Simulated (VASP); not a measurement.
# MnS (R-3m) in VASP: further runs, part 2 of 2

VASP 6.6.1. The steps go on from the part before.

## 4. Single point, PBEsol, collinear spin, ferromagnetic start

The input, INCAR:

```
SYSTEM = MnS
PREC     = Accurate       ! precision mode
ENCUT    = 520            ! plane-wave cutoff, eV
EDIFF    = 1E-6           ! SCF threshold, eV
ISMEAR   = 0              ! smearing method
SIGMA    = 0.05           ! smearing width, eV
LREAL    = .FALSE.        ! projectors in reciprocal space
LASPH    = .TRUE.         ! aspherical terms in the spheres
NELM     = 150            ! most SCF steps
ALGO     = Normal         ! electronic algorithm
ISIF     = 2              ! what is computed and relaxed
LWAVE    = .FALSE.        ! write WAVECAR
LCHARG   = .FALSE.        ! write CHGCAR
ISPIN    = 2              ! spin polarisation
MAGMOM   = 4 0            ! initial moments
LORBIT   = 11             ! projections on sites
LMAXMIX  = 4              ! l up to which the mixer works
GGA      = PS             ! functional
NBANDS   = 20             ! bands
```

The input, KPOINTS:

```
regular mesh
0
G
  9 9 9
  0 0 0
```

The input, POSCAR:

```
MnS
1.0
    1.8299960138      1.0565486912      2.9709202777
   -1.8299960138      1.0565486912      2.9709202777
    0.0000000000     -2.1130973823      2.9709202777
Mn S
1 1
Direct
    0.0000000000      0.0000000000      0.0000000000
    0.5000000000      0.5000000000      0.5000000000
```

Potentials or basis: VASP PAW PBE potentials, release 64 (Mn_pv, S).

Launch:

```sh
$ cat potpaw_PBE.64/Mn_pv/POTCAR potpaw_PBE.64/S/POTCAR > POTCAR
$ mpirun -np 1 vasp_std > vasp.out
```

OUTCAR:

```text
SYSTEM = MnS
   PREC = Accurate
   ENCUT = 520
   EDIFF = 1E-6
   ISMEAR = 0
   LREAL = .FALSE.
   LASPH = .TRUE.
   NELM = 150
   ISIF = 2
   ISPIN = 2
   LORBIT = 11
   GGA = PS

 ion  position               nearest neighbor table
   1  0.000  0.000  0.000-   2 2.58   2 2.58   2 2.58   2 2.58   2 2.58   2 2.58
   2  0.500  0.500  0.500-   1 2.58   1 2.58   1 2.58   1 2.58   1 2.58   1 2.58

  LATTYP: Found a trigonal (rhomboedric) cell.
 ALAT       =     3.6457575130
 COS(alpha) =     0.4960879726

  Lattice vectors:

 A1 = (   1.8299960138,   1.0565486912,   2.9709202777)
 A2 = (  -1.8299960138,   1.0565486912,   2.9709202777)
 A3 = (   0.0000000000,  -2.1130973823,   2.9709202777)

Analysis of symmetry for initial positions (statically):
=====================================================================
 Subroutine PRICEL returns:
 Original cell was already a primitive cell.

 Routine SETGRP: Setting up the symmetry group for a
 trigonal (rhombohedral) supercell.

 Subroutine GETGRP returns: Found 12 space group operations
 (whereof 12 operations were pure point group operations)
[... 1293 lines left out ...]
     20      22.0685      0.00000

 [... further k-points ...]

------------------------ aborting loop because EDIFF is reached ----------------------------------------

  FORCE on cell =-STRESS in cart. coord.  units (eV):
  Direction    XX          YY          ZZ          XY          YZ          ZX
  --------------------------------------------------------------------------------------
  -------------------------------------------------------------------------------------
  Total       -1.3125497     -1.3125497     -1.2145636      0.0000000     -0.0000000     -0.0000000
  in kB      -61.0160966    -61.0160966    -56.4610459      0.0000000     -0.0000000     -0.0000000
  external PRESSURE =     -59.4977464 kB  Pullay stress =       0.0000000 kB

 VOLUME and BASIS-vectors are now :
 -----------------------------------------------------------------------------
  energy-cutoff  :      520.00
  volume of cell :       34.47
      direct lattice vectors                 reciprocal lattice vectors
     1.829996014  1.056548691  2.970920278     0.273224639  0.157746319  0.112198680
    -1.829996014  1.056548691  2.970920278    -0.273224639  0.157746319  0.112198680
     0.000000000 -2.113097382  2.970920278     0.000000000 -0.315492638  0.112198680

 POSITION                                       TOTAL-FORCE (eV/Angst)
 -----------------------------------------------------------------------------------
      0.00000      0.00000      0.00000        -0.000000      0.000000      0.000000
      0.00000      0.00000      4.45638         0.000000      0.000000      0.000000
 -----------------------------------------------------------------------------------
    total drift:                                0.000000      0.000000      0.000000

  FREE ENERGIE OF THE ION-ELECTRON SYSTEM (eV)
  ---------------------------------------------------
  free  energy   TOTEN  =       -14.8900801722 eV

  energy  without entropy=      -14.8890585448  energy(sigma->0) =      -14.88956936

 total charge

# of ion       s       p       d       tot
------------------------------------------
    1        0.222   6.174   4.939  11.336
    2        1.323   2.375   0.000   3.697
--------------------------------------------------
tot          1.545   8.549   4.939  15.033

 magnetization (x)

# of ion       s       p       d       tot
------------------------------------------
    1        0.051   0.040   4.102   4.194
    2        0.026   0.070   0.000   0.096
--------------------------------------------------
tot          0.078   0.110   4.102   4.290
```

OSZICAR:

```text
N       E                     dE             d eps       ncg     rms          rms(c)
DAV:   1     0.153318376298E+03    0.15332E+03   -0.10123E+04  6848   0.986E+02
DAV:   2    -0.827977432652E+01   -0.16160E+03   -0.15214E+03  7116   0.286E+02
DAV:   3    -0.159828437994E+02   -0.77031E+01   -0.76138E+01  7864   0.677E+01
DAV:   4    -0.160737705457E+02   -0.90927E-01   -0.90864E-01  7628   0.750E+00
DAV:   5    -0.160750890164E+02   -0.13185E-02   -0.13184E-02  7804   0.946E-01    0.117E+01
DAV:   6    -0.150138463486E+02    0.10612E+01   -0.61787E+00  7588   0.293E+01    0.111E+01
DAV:   7    -0.148919469366E+02    0.12190E+00   -0.79825E-01  7512   0.125E+01    0.601E+00
DAV:   8    -0.148964903526E+02   -0.45434E-02   -0.32055E-02  7568   0.145E+00    0.338E+00
DAV:   9    -0.148870353271E+02    0.94550E-02   -0.15554E-02  7464   0.120E+00    0.637E-01
DAV:  10    -0.148899855639E+02   -0.29502E-02   -0.36544E-03  7312   0.526E-01    0.209E-01
DAV:  11    -0.148900534752E+02   -0.67911E-04   -0.51175E-04  7580   0.155E-01    0.114E-01
DAV:  12    -0.148900605164E+02   -0.70412E-05   -0.82173E-05  7680   0.645E-02    0.784E-02
DAV:  13    -0.148900728695E+02   -0.12353E-04   -0.78057E-06  7232   0.280E-02    0.453E-02
DAV:  14    -0.148900799533E+02   -0.70838E-05   -0.29823E-06  6560   0.183E-02    0.612E-03
DAV:  15    -0.148900801722E+02   -0.21889E-06   -0.34531E-07  3952   0.436E-03
   1 F= -.14890080E+02 E0= -.14889569E+02  d E =-.102163E-02  mag=     4.6372
```

stdout:

```text
POSCAR found type information on POSCAR MnS
 POSCAR found :  2 types and       2 ions
 scaLAPACK will be used
 -----------------------------------------------------------------------------
|                                                                             |
|                                                                             |
|     You enforced a specific xc type in the INCAR file but a different       |
|     I HOPE YOU KNOW WHAT YOU ARE DOING!                                     |
|                                                                             |
 -----------------------------------------------------------------------------

 LDA part: xc-table for (Slater+PW92), standard interpolation
 POSCAR, INCAR and KPOINTS ok, starting setup
 FFT: planning ... GRIDC
 FFT: planning ... GRID_SOFT
 FFT: planning ... GRID
 WAVECAR not read
 entering main loop
```

Wall time 2.9 min (1 thread of Intel Xeon 8259CL, shared host); peak memory 0.23 GiB.

What came out:

- Free energy: -14.8901 eV
- Pressure: -5.9 GPa
- Net moment: 4.64 μB per cell
- Site moments: Mn +4.19; S +0.10 μB
- Valence electrons inside the program's atomic spheres: Mn 11.34; S 3.70

Stress tensor (GPa, compression positive):
```
-6.10  0.00  0.00
 0.00 -6.10  0.00
 0.00  0.00 -5.65
```

Caveat: the PAW data sets were made with another functional, which shifts forces and pressure a little; a cell with one magnetic atom can't hold antiferromagnetic order, which such compounds often take; semilocal functionals often make such compounds metallic where correlation or magnetic order opens a gap, which also shifts bond lengths. With open d or f shells a metallic result of PBEsol can be an artefact of self-interaction; +U or a hybrid may open a gap.

## 5. Single point, PBE, collinear spin, ferromagnetic start

The input, INCAR:

```
  PREC = Accurate
  ENCUT = 520
  EDIFF = 1E-6
  ISMEAR = 0
  SIGMA = 0.1
  LREAL = F
  LASPH = T
  NELM = 150
  ALGO = Normal
  ISIF = 2
  LWAVE = F
  LCHARG = F
  ISPIN = 2
  MAGMOM = 4 0
  LORBIT = 11
  LMAXMIX = 4
  GGA = PE
  NBANDS = 20
```

The input, KPOINTS:

```
regular mesh
0
Gamma
  9 9 9
```

POSCAR is that of step 4.

Launch:

```sh
$ cat potpaw_PBE.64/Mn_pv/POTCAR potpaw_PBE.64/S/POTCAR > POTCAR
$ mpirun -np 1 vasp_std > vasp.out
```

Run time: 3.3 min. Hardware: 1 thread of Intel Xeon 8259CL, shared host; peak memory 0.23 GiB.

Results (log left out):

```yaml
Free_energy: -14.0801 eV
Pressure: -1.5 GPa
Net_moment: 4.66 μB per cell
Site_moments: Mn +4.22; S +0.10 μB
Valence_electrons_inside_the_program's_atomic_spheres: Mn 11.33; S 3.73
```

Stress tensor (GPa, compression positive):
```
-1.68  0.00  0.00
 0.00 -1.68  0.00
 0.00  0.00 -1.23
```

Levels at points of the mesh, in eV from the Fermi level:
Spin up:
```
           k point  band 10  band 11  band 12  band 13  band 14  band 15
(0.00, 0.00, 0.00)    -1.93    -1.93    -1.88     1.89     8.61     8.61
```
Spin down:
| k point | band 3 | band 4 | band 5 | band 6 | band 7 | band 8 | band 9 | band 10 | band 11 | band 12 |
| --- | --- | --- | --- | --- | --- | --- | --- | --- | --- | --- |
| (0.00, 0.00, 0.00) | -46.19 | -14.46 | -1.71 | -1.71 | -1.66 | 0.23 | 0.23 | 0.26 | 0.30 | 0.30 |

Caveat: a cell with one magnetic atom can't hold antiferromagnetic order, which such compounds often take; semilocal functionals often make such compounds metallic where correlation or magnetic order opens a gap, which also shifts bond lengths.

## 6. Summary

```csv
level,fixed moment (μB),k mesh,smearing,gap on the mesh (eV),pressure (GPa),moment (μB)
PBE,8.0,8 × 8 × 8,fermi-dirac 0.05 eV,-,43.0,8.00
PBE,-,9 × 9 × 9,fermi-dirac 0.05 eV,none,-1.7,4.66
PBEsol,-,9 × 9 × 9,gaussian 0.05 eV,none,-5.9,4.64
PBE,-,9 × 9 × 9,gaussian 0.1 eV,none,-1.5,4.66
```

Alike in all rows: task single point; potentials or basis VASP PAW PBE potentials, release 64 (Mn_pv, S); spin collinear, ferromagnetic start; cell as given; cutoff (eV) 520.

Every run on the cell as given and a fine mesh finds a metal. The pressure there spans -5.9 GPa (PBEsol) to 43.0 GPa (PBE); a positive pressure means that this level wants a larger cell, a negative one a smaller.

Caveats: a cell with one magnetic atom can't hold antiferromagnetic order, which such compounds often take; semilocal functionals often make such compounds metallic where correlation or magnetic order opens a gap, which also shifts bond lengths (some runs); the total moment is fixed, so each spin has its own Fermi level (some runs); the PAW data sets were made with another functional, which shifts forces and pressure a little (some runs).

Total energies depend on the potentials used, so only differences within one code and one set of settings carry meaning.
